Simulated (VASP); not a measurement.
# HfO2 (rhombohedral fluorite derivative) (R3m) in VASP: single point with PBEsol

Aim: the single point of HfO2 (rhombohedral fluorite derivative) with PBEsol.

Everything below comes from runs of VASP 6.6.1. Logs are shortened: lines on timing, memory, paths and dates and some standing lists are left out, and cuts for length are marked.

**1. The cell of the first run**

The typed cell holds 12 atoms: a = 5.068 Å, b = 5.068 Å, c = 5.068 Å, α = 89.99°, β = 89.99°, γ = 89.99°.

**2. Single point, PBEsol**

Contents of INCAR:

```
PREC     = Accurate       # precision mode
ENCUT    = 520            # plane-wave cutoff, eV
EDIFF    = 1E-6           # SCF threshold, eV
ISMEAR   = 0              # smearing method
SIGMA    = 0.01           # smearing width, eV
LREAL    = F              # projectors in reciprocal space
LASPH    = T              # aspherical terms in the spheres
NELM     = 60             # most SCF steps
ALGO     = Normal         # electronic algorithm
ISIF     = 2              # what is computed and relaxed
LWAVE    = F              # write WAVECAR
LCHARG   = F              # write CHGCAR
GGA      = PS             # functional
NBANDS   = 56             # bands
```

Contents of KPOINTS:

```
Automatic mesh
0
Gamma
  4 4 4
```

Contents of POSCAR:

```
HfO2
1.0
    5.0676935828      0.0003019169      0.0003019169
    0.0003019169      5.0676935828      0.0003019169
    0.0003019169      0.0003019169      5.0676935828
Hf O
4 8
Direct
    0.9994015781      0.9994015781      0.9994015781
   -0.0005219969      0.4994652292      0.4994610307
    0.4994610307     -0.0005219969      0.4994652292
    0.4994652292      0.4994610307     -0.0005219969
    0.2765790913      0.2765790913      0.2765790913
    0.2291203287      0.2291020506      0.7699433410
    0.2291020506      0.7699433410      0.2291203287
    0.2764494925      0.7224556246      0.7224681753
    0.7699433410      0.2291203287      0.2291020506
    0.7224681753      0.2764494925      0.7224556246
    0.7224556246      0.7224681753      0.2764494925
    0.7698173381      0.7698173381      0.7698173381
```

Potentials or basis: VASP PAW PBE potentials, release 64 (Hf_pv, O).

On the command line:

```console
$ cat potpaw_PBE.64/Hf_pv/POTCAR potpaw_PBE.64/O/POTCAR > POTCAR
$ mpirun -np 1 vasp_std > vasp.out
```

OUTCAR:

```text
PREC = Accurate
   ENCUT = 520
   EDIFF = 1E-6
   ISMEAR = 0
   LREAL = F
   LASPH = T
   NELM = 60
   ISIF = 2
   GGA = PS

 ion  position               nearest neighbor table
   1  0.999  0.999  0.999-  12 2.02   6 2.02   9 2.02   7 2.02  10 2.43  11 2.43   8 2.43   5 2.43
                             4 3.58   3 3.58   2 3.58   2 3.58   4 3.58   3 3.58   3 3.58   4 3.58
   2  0.999  0.499  0.499-   5 2.13  10 2.13  11 2.13   8 2.13   9 2.26  12 2.26   7 2.26   6 2.26
                             3 3.58   4 3.58   1 3.58   1 3.58   1 3.58   3 3.58   4 3.58   3 3.58
   3  0.499  0.999  0.499-   5 2.13  11 2.13   8 2.13  10 2.13   7 2.26  12 2.26   6 2.26   9 2.26
                             2 3.58   4 3.58   1 3.58   1 3.58   1 3.58   4 3.58   2 3.58   2 3.58
   4  0.499  0.499  0.999-   5 2.13   8 2.13  10 2.13  11 2.13   6 2.26  12 2.26   9 2.26   7 2.26
                             2 3.58   3 3.58   1 3.58   1 3.58   1 3.58   3 3.58   2 3.58   2 3.58
   5  0.277  0.277  0.277-   2 2.13   3 2.13   4 2.13   1 2.43
   6  0.229  0.229  0.770-   1 2.02   4 2.26   3 2.26   2 2.26
   7  0.229  0.770  0.229-   1 2.02   3 2.26   2 2.26   4 2.26
   8  0.276  0.722  0.722-   4 2.13   3 2.13   2 2.13   1 2.43
   9  0.770  0.229  0.229-   1 2.02   2 2.26   4 2.26   3 2.26
  10  0.722  0.276  0.722-   2 2.13   4 2.13   3 2.13   1 2.43
  11  0.722  0.722  0.276-   3 2.13   2 2.13   4 2.13   1 2.43
  12  0.770  0.770  0.770-   1 2.02   2 2.26   3 2.26   4 2.26

  LATTYP: Found a trigonal (rhomboedric) cell.
 ALAT       =     5.0676936008
 COS(alpha) =     0.0001191571

  Lattice vectors:

 A1 = (   5.0676935828,   0.0003019169,   0.0003019169)
 A2 = (   0.0003019169,   5.0676935828,   0.0003019169)
 A3 = (   0.0003019169,   0.0003019169,   5.0676935828)

Analysis of symmetry for initial positions (statically):
=====================================================================
 Subroutine PRICEL returns:
 Original cell was already a primitive cell.

 Routine SETGRP: Setting up the symmetry group for a
 trigonal (rhombohedral) supercell.

 Subroutine GETGRP returns: Found  3 space group operations
 (whereof  3 operations were pure point group operations)
 out of a pool of 12 trial point group operations.

The static configuration has the point symmetry C_3 .

Analysis of symmetry for dynamics (positions and initial velocities):
=====================================================================
 Subroutine PRICEL returns:
 Original cell was already a primitive cell.

 Routine SETGRP: Setting up the symmetry group for a
 trigonal (rhombohedral) supercell.

 Subroutine GETGRP returns: Found  3 space group operations
[... 128 lines left out ...]
   EFERMI_NEDOS =   21; number of points for ismear=-14 and -15
   IALGO  =     38    algorithm
   IMIX   =      4    mixing-type and parameters
     AMIX     =   0.40;   BMIX     =  1.00
     AMIX_MAG =   1.60;   BMIX_MAG =  1.00
  volume/ion in A,a.u.               =      10.85        73.19
  Fermi-wavevector in a.u.,A,eV,Ry     =   1.436896  2.715340 28.091547  2.064670
  Thomas-Fermi vector in A             =   2.556034
   LORBIT       =      0    0 simple, 1 ext, 2 COOP (PROOUT), +10 PAW based schemes
   GGA     = PS    functional components
   LHFCALC =     F    Hartree Fock is set to
   AEXX    =    0.0000 exact exchange contribution
   IVDW    =     0    specifies the selected vdW correction
   LEPSILON=     F    determine dielectric tensor
   LRPA    =     F    only Hartree local field effects (RPA)
 non-spin polarized calculation
 Gauss-broadening in eV      SIGMA  =   0.01
  energy-cutoff  :      520.00
  volume of cell :      130.15
 maximum number of plane-waves:      3544
 NGX is ok and might be reduce to    40
   NGX = 19   NGY = 19   NGZ = 19

 number of electron      88.0000009 magnetization

 Free energy of the ion-electron system (eV)
  ---------------------------------------------------
  ext. energy  EPLUGINS =         0.00000000
  ---------------------------------------------------
  free energy    TOTEN  =      -126.71978203 eV

  energy without entropy =     -126.71978203  energy(sigma->0) =     -126.71978203

 E-fermi :   3.5480     XC(G=0): -12.1061

 val. band max:        3.4789733519   @ k =   0.5000  -0.0000  -0.0000
 cond. band min:       7.8024780235   @ k =   0.0000   0.0000   0.0000
 fundamental gap:      4.3235046716
 Fermi energy:         3.5480417955

 k-point     1 :       0.0000    0.0000    0.0000
  band No.  band energies     occupation
      1     -25.9162      2.00000
      2     -25.9158      2.00000
      3     -25.9158      2.00000
      4     -25.6328      2.00000
      5     -25.6328      2.00000
      6     -25.6327      2.00000
[... 815 lines left out ...]
     55      11.0250      0.00000
     56      11.0917      0.00000

------------------------ aborting loop because EDIFF is reached ----------------------------------------

  FORCE on cell =-STRESS in cart. coord.  units (eV):
  Direction    XX          YY          ZZ          XY          YZ          ZX
  --------------------------------------------------------------------------------------
  -------------------------------------------------------------------------------------
  Total       -2.7854812     -2.7854812     -2.7854812     -0.0029522     -0.0029522     -0.0029522
  in kB      -34.2909700    -34.2909700    -34.2909700     -0.0363433     -0.0363433     -0.0363433
  external PRESSURE =     -34.2909700 kB  Pullay stress =       0.0000000 kB

 VOLUME and BASIS-vectors are now :
 -----------------------------------------------------------------------------
  energy-cutoff  :      520.00
  volume of cell :      130.15
      direct lattice vectors                 reciprocal lattice vectors
     5.067693583  0.000301917  0.000301917     0.197328428 -0.000011755 -0.000011755
     0.000301917  5.067693583  0.000301917    -0.000011755  0.197328428 -0.000011755
     0.000301917  0.000301917  5.067693583    -0.000011755 -0.000011755  0.197328428

 POSITION                                       TOTAL-FORCE (eV/Angst)
 -----------------------------------------------------------------------------------
      5.06526      5.06526      5.06526         0.000708      0.000708      0.000708
      5.06535      2.53159      2.53157        -0.000001      0.000430      0.000343
      2.53157      5.06535      2.53159         0.000343     -0.000001      0.000430
      2.53159      2.53157      5.06535         0.000430      0.000343     -0.000001
      1.40179      1.40179      1.40179         0.005760      0.005760      0.005760
      1.16141      1.16132      3.90198        -0.005794     -0.005438      0.004333
      1.16132      3.90198      1.16141        -0.005438      0.004333     -0.005794
      1.40140      3.66149      3.66155         0.006321     -0.005979     -0.006279
      3.90198      1.16141      1.16132         0.004333     -0.005794     -0.005438
      3.66155      1.40140      3.66149        -0.006279      0.006321     -0.005979
      3.66149      3.66155      1.40140        -0.005979     -0.006279      0.006321
      3.90166      3.90166      3.90166         0.005596      0.005596      0.005596
 -----------------------------------------------------------------------------------
    total drift:                                0.000328      0.000328      0.000327

  FREE ENERGIE OF THE ION-ELECTRON SYSTEM (eV)
  ---------------------------------------------------
  free  energy   TOTEN  =      -126.7197820253 eV

  energy  without entropy=     -126.7197820253  energy(sigma->0) =     -126.71978203
```

OSZICAR:

```text
N       E                     dE             d eps       ncg     rms          rms(c)
DAV:   1     0.546950951357E+03    0.54695E+03   -0.50218E+04  1568   0.158E+03
DAV:   2    -0.114320440033E+03   -0.66127E+03   -0.64323E+03  1992   0.403E+02
DAV:   3    -0.146767322078E+03   -0.32447E+02   -0.32323E+02  1808   0.816E+01
DAV:   4    -0.147171604268E+03   -0.40428E+00   -0.40367E+00  1976   0.992E+00
DAV:   5    -0.147177205477E+03   -0.56012E-02   -0.55996E-02  1880   0.107E+00    0.105E+02
DAV:   6    -0.127227431157E+03    0.19950E+02   -0.10253E+02  1800   0.394E+01    0.870E+01
DAV:   7    -0.126815591301E+03    0.41184E+00   -0.52907E+00  1896   0.111E+01    0.505E+01
DAV:   8    -0.126761421233E+03    0.54170E-01   -0.50779E-01  1872   0.398E+00    0.987E+00
DAV:   9    -0.126721854693E+03    0.39567E-01   -0.16784E-01  1768   0.204E+00    0.417E+00
DAV:  10    -0.126720013359E+03    0.18413E-02   -0.23645E-02  1896   0.705E-01    0.678E-01
DAV:  11    -0.126719726162E+03    0.28720E-03   -0.28887E-03  1824   0.258E-01    0.985E-02
DAV:  12    -0.126719767493E+03   -0.41331E-04   -0.18126E-04  1904   0.623E-02    0.326E-02
DAV:  13    -0.126719782881E+03   -0.15388E-04   -0.39249E-05  1904   0.304E-02    0.103E-01
DAV:  14    -0.126719781446E+03    0.14356E-05   -0.66038E-06  1696   0.151E-02    0.771E-03
DAV:  15    -0.126719782025E+03   -0.57952E-06   -0.39989E-06  1600   0.841E-03
   1 F= -.12671978E+03 E0= -.12671978E+03  d E =-.692889E-24
```

It took 96 s on 1 thread of Intel Xeon Platinum 8488C (Sapphire Rapids), shared host; peak memory 0.27 GiB.

Results:

| Property | Result |
| --- | --- |
| Free energy | -126.7198 eV |
| Pressure | -3.4 GPa |
| Largest force | 0.011 eV/Å |
| Band gap on the k mesh | 4.32 eV, indirect (least direct gap 4.37 eV) |

Forces on the atoms (eV/Å):
```
Hf   0.001  0.001  0.001
Hf   0.000  0.000  0.000
Hf   0.000  0.000  0.000
Hf   0.000  0.000  0.000
O    0.006  0.006  0.006
O   -0.006 -0.005  0.004
O   -0.005  0.004 -0.006
O    0.006 -0.006 -0.006
O    0.004 -0.006 -0.005
O   -0.006  0.006 -0.006
O   -0.006 -0.006  0.006
O    0.006  0.006  0.006
```

Caveat: the PAW data sets were made with another functional, which shifts forces and pressure a little; spin-orbit coupling is left out, which moves the levels of the heavy elements.
